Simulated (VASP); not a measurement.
# KI (Pm-3m) in VASP: a series of runs

Runs on KI. Level: PBEsol. Tasks: single point, relaxation of cell and atoms.

All numbers are computed with VASP 6.6.1; they aren't measurements. Logs are shortened: lines on timing, memory, paths and dates and some standing lists are left out, and cuts for length are marked.

## 1. The cell of the first run

Symmetry: Pm-3m, No. 221, cubic system. The conventional cell has a = 4.231 Å, b = 4.231 Å, c = 4.231 Å, α = 90.00°, β = 90.00°, γ = 90.00°. K (site symmetry m-3m) has 8 I at 3.66 Å and 6 K at 4.23 Å within 4.8 Å. Within 4.8 Å of I (site symmetry m-3m) lie 8 K at 3.66 Å and 6 I at 4.23 Å.

## 2. Single point, PBEsol

INCAR reads:

```
  PREC = Accurate
  ENCUT = 520
  EDIFF = 1E-7
  ISMEAR = -1
  SIGMA = 0.03
  LREAL = F
  LASPH = T
  NELM = 80
  ALGO = Normal
  ISIF = 2
  LWAVE = F
  LCHARG = T
  GGA = PS
  LELF = T
  LVHAR = T
  NBANDS = 15
```

KPOINTS reads:

```
regular mesh
0
Gamma
  6 6 6
```

POSCAR reads:

```
KI
1.0
    4.2314449570      0.0000000000      0.0000000000
    0.0000000000      4.2314449570      0.0000000000
    0.0000000000      0.0000000000      4.2314449570
K I
1 1
Direct
    0.0000000000      0.0000000000      0.0000000000
    0.5000000000      0.5000000000      0.5000000000
```

Potentials or basis: VASP PAW PBE potentials, release 64 (K_sv, I).

Command:

```
$ cat potpaw_PBE.64/K_sv/POTCAR potpaw_PBE.64/I/POTCAR > POTCAR
$ mpirun -np 1 vasp_std > vasp.out
```

OUTCAR:

```text
PREC = Accurate
   ENCUT = 520
   EDIFF = 1E-7
   ISMEAR = -1
   LREAL = F
   LASPH = T
   NELM = 80
   ISIF = 2
   GGA = PS

 ion  position               nearest neighbor table
   1  0.000  0.000  0.000-   2 3.66   2 3.66   2 3.66   2 3.66   2 3.66   2 3.66   2 3.66   2 3.66

   2  0.500  0.500  0.500-   1 3.66   1 3.66   1 3.66   1 3.66   1 3.66   1 3.66   1 3.66   1 3.66

  LATTYP: Found a simple cubic cell.
 ALAT       =     4.2314449570

  Lattice vectors:

 A1 = (   4.2314449570,   0.0000000000,   0.0000000000)
 A2 = (   0.0000000000,   4.2314449570,   0.0000000000)
 A3 = (   0.0000000000,   0.0000000000,   4.2314449570)

Analysis of symmetry for initial positions (statically):
=====================================================================
 Subroutine PRICEL returns:
 Original cell was already a primitive cell.

 Routine SETGRP: Setting up the symmetry group for a
 simple cubic supercell.

 Subroutine GETGRP returns: Found 48 space group operations
 (whereof 48 operations were pure point group operations)
 out of a pool of 48 trial point group operations.

The static configuration has the point symmetry O_h .

Analysis of symmetry for dynamics (positions and initial velocities):
=====================================================================
 Subroutine PRICEL returns:
 Original cell was already a primitive cell.

 Routine SETGRP: Setting up the symmetry group for a
 simple cubic supercell.

 Subroutine GETGRP returns: Found 48 space group operations
 (whereof 48 operations were pure point group operations)
 out of a pool of 48 trial point group operations.

The dynamic configuration has the point symmetry O_h .

 Subroutine INISYM returns: Found 48 space group operations
 (whereof 48 operations are pure point group operations),
 and found     1 'primitive' translations

----------------------------------------------------------------------------------------

                                     Primitive cell

  volume of cell :      75.7646

  direct lattice vectors                    reciprocal lattice vectors
     4.231444957  0.000000000  0.000000000     0.236325891  0.000000000  0.000000000
     0.000000000  4.231444957  0.000000000     0.000000000  0.236325891  0.000000000
     0.000000000  0.000000000  4.231444957     0.000000000  0.000000000  0.236325891

  length of vectors
[... 85 lines left out ...]
   POTIM  = 0.5000    time-step for ionic-motion
   TEBEG  =    0.0;   TEEND  =   0.0 temperature during run
   PSTRESS=    0.0 pullay stress
   NELECT =      16.0000    total number of electrons
   NUPDOWN=      -1.0000    fix difference up-down
   EMIN   =  10.00;   EMAX   =-10.00  energy-range for DOS
   EFERMI =   0.00;   METHOD = LEGACY
   ISMEAR =    -1;   SIGMA  =   0.03  broadening in eV -4-tet -1-fermi 0-gaus
   EFERMI_NEDOS =   21; number of points for ismear=-14 and -15
   IALGO  =     38    algorithm
   IMIX   =      4    mixing-type and parameters
     AMIX     =   0.40;   BMIX     =  1.00
     AMIX_MAG =   1.60;   BMIX_MAG =  1.00
  volume/ion in A,a.u.               =      37.88       255.64
  Fermi-wavevector in a.u.,A,eV,Ry     =   0.974899  1.842291 12.931349  0.950427
  Thomas-Fermi vector in A             =   2.105395
   LORBIT       =      0    0 simple, 1 ext, 2 COOP (PROOUT), +10 PAW based schemes
   GGA     = PS    functional components
   LHFCALC =     F    Hartree Fock is set to
   AEXX    =    0.0000 exact exchange contribution
   IVDW    =     0    specifies the selected vdW correction
   LEPSILON=     F    determine dielectric tensor
   LRPA    =     F    only Hartree local field effects (RPA)
 non-spin polarized calculation
  energy-cutoff  :      520.00
  volume of cell :       75.76
 maximum number of plane-waves:      2054
 NGX is ok and might be reduce to    32
   NGX = 15   NGY = 15   NGZ = 15

 number of electron      15.9999997 magnetization

 Free energy of the ion-electron system (eV)
  ---------------------------------------------------
  ext. energy  EPLUGINS =         0.00000000
  ---------------------------------------------------
  free energy    TOTEN  =        -5.72792873 eV

  energy without entropy =       -5.72792873  energy(sigma->0) =       -5.72792873

 E-fermi :   1.6826     XC(G=0):  -8.0509

 val. band max:        1.0646800351   @ k =   0.5000   0.5000   0.0000
 cond. band min:       4.3500751532   @ k =   0.0000   0.0000   0.0000
 fundamental gap:      3.2853951181
 Fermi energy:         1.6826203090

 k-point     1 :       0.0000    0.0000    0.0000
  band No.  band energies     occupation
      1     -28.0866      2.00000
      2     -11.6045      2.00000
      3     -11.6045      2.00000
      4     -11.6045      2.00000
      5     -10.2503      2.00000
      6       0.6733      2.00000
      7       0.6733      2.00000
      8       0.6733      2.00000
      9       4.3501      0.00000
     10       5.6377      0.00000
     11       5.6377      0.00000
     12       9.4981      0.00000
     13       9.4981      0.00000
     14       9.4981      0.00000
[... 329 lines left out ...]
      2     -11.6818      2.00000
      3     -11.6818      2.00000
      4     -11.6818      2.00000
      5      -9.6616      2.00000
      6      -0.7492      2.00000
      7      -0.7492      2.00000
      8      -0.7492      2.00000
      9       6.5985      0.00000
     10       6.5985      0.00000
     11       6.5985      0.00000
     12      10.0448      0.00000
     13      10.0448      0.00000
     14      10.0448      0.00000
     15      10.3925      0.00000

------------------------ aborting loop because EDIFF is reached ----------------------------------------

  FORCE on cell =-STRESS in cart. coord.  units (eV):
  Direction    XX          YY          ZZ          XY          YZ          ZX
  --------------------------------------------------------------------------------------
  -------------------------------------------------------------------------------------
  Total        0.0007928      0.0007928      0.0007928      0.0000000      0.0000000     -0.0000000
  in kB        0.0167655      0.0167655      0.0167655      0.0000000      0.0000000     -0.0000000
  external PRESSURE =       0.0167655 kB  Pullay stress =       0.0000000 kB

 VOLUME and BASIS-vectors are now :
 -----------------------------------------------------------------------------
  energy-cutoff  :      520.00
  volume of cell :       75.76
      direct lattice vectors                 reciprocal lattice vectors
     4.231444957  0.000000000  0.000000000     0.236325891  0.000000000  0.000000000
     0.000000000  4.231444957  0.000000000     0.000000000  0.236325891  0.000000000
     0.000000000  0.000000000  4.231444957     0.000000000  0.000000000  0.236325891

 POSITION                                       TOTAL-FORCE (eV/Angst)
 -----------------------------------------------------------------------------------
      0.00000      0.00000      0.00000         0.000000      0.000000      0.000000
      2.11572      2.11572      2.11572         0.000000      0.000000      0.000000
 -----------------------------------------------------------------------------------
    total drift:                                0.000000      0.000000     -0.000000

  FREE ENERGIE OF THE ION-ELECTRON SYSTEM (eV)
  ---------------------------------------------------
  free  energy   TOTEN  =        -5.7279287263 eV

  energy  without entropy=       -5.7279287263  energy(sigma->0) =       -5.72792873
```

OSZICAR:

```text
N       E                     dE             d eps       ncg     rms          rms(c)
DAV:   1     0.901591094674E+02    0.90159E+02   -0.66114E+03   600   0.920E+02
DAV:   2    -0.841204635353E+00   -0.91000E+02   -0.84404E+02   768   0.221E+02
DAV:   3    -0.559439547816E+01   -0.47532E+01   -0.47346E+01   817   0.439E+01
DAV:   4    -0.582998863193E+01   -0.23559E+00   -0.23555E+00   977   0.864E+00
DAV:   5    -0.583155490650E+01   -0.15663E-02   -0.15663E-02   831   0.759E-01    0.279E+00
DAV:   6    -0.574580500045E+01    0.85750E-01   -0.57607E-02   768   0.198E+00    0.204E+00
DAV:   7    -0.572628228245E+01    0.19523E-01   -0.79307E-02   782   0.182E+00    0.805E-01
DAV:   8    -0.572783972202E+01   -0.15574E-02   -0.13513E-02   699   0.876E-01    0.202E-01
DAV:   9    -0.572787861099E+01   -0.38889E-04   -0.56885E-04   876   0.166E-01    0.806E-02
DAV:  10    -0.572792633603E+01   -0.47725E-04   -0.16985E-04   723   0.985E-02    0.211E-02
DAV:  11    -0.572792705619E+01   -0.72016E-06   -0.67525E-06   854   0.163E-02    0.143E-02
DAV:  12    -0.572792790720E+01   -0.85101E-06   -0.34239E-06   712   0.116E-02    0.162E-02
DAV:  13    -0.572792877104E+01   -0.86384E-06   -0.28721E-07   761   0.468E-03    0.277E-03
DAV:  14    -0.572792872631E+01    0.44732E-07   -0.28015E-08   643   0.109E-03
   1 F= -.57279287E+01 E0= -.57279287E+01  d E =-.262248E-10
```

Run time: 16 s. Hardware: 1 thread of Intel Xeon Platinum 8259CL at 2.50GHz (Skylake/Cascade Lake), shared host; peak memory 0.18 GiB.

What came out:

* Free energy: -5.7279 eV
* Pressure: 0.0 GPa
* Band gap on the k mesh: 3.29 eV (least direct gap 3.68 eV)

Levels at points of the mesh, in eV from the valence-band top:
| k point | band 5 | band 6 | band 7 | band 8 | band 9 | band 10 | band 11 | band 12 |
| --- | --- | --- | --- | --- | --- | --- | --- | --- |
| (0.00, 0.00, 0.00) | -11.31 | -0.39 | -0.39 | -0.39 | 3.29 | 4.57 | 4.57 | 8.43 |
| (0.50, 0.00, 0.00) | -10.94 | -2.49 | -0.32 | -0.32 | 5.44 | 6.06 | 6.92 | 7.17 |
| (0.50, 0.50, 0.00) | -10.92 | -1.85 | -1.85 | 0.00 | 3.76 | 5.61 | 6.73 | 6.73 |
| (0.50, 0.50, 0.50) | -10.73 | -1.81 | -1.81 | -1.81 | 5.53 | 5.53 | 5.53 | 8.98 |

Caveat: the PAW data sets were made with another functional, which shifts forces and pressure a little; spin-orbit coupling is left out, which moves the levels of the heavy elements.

(Continued in part 2 of 2.)
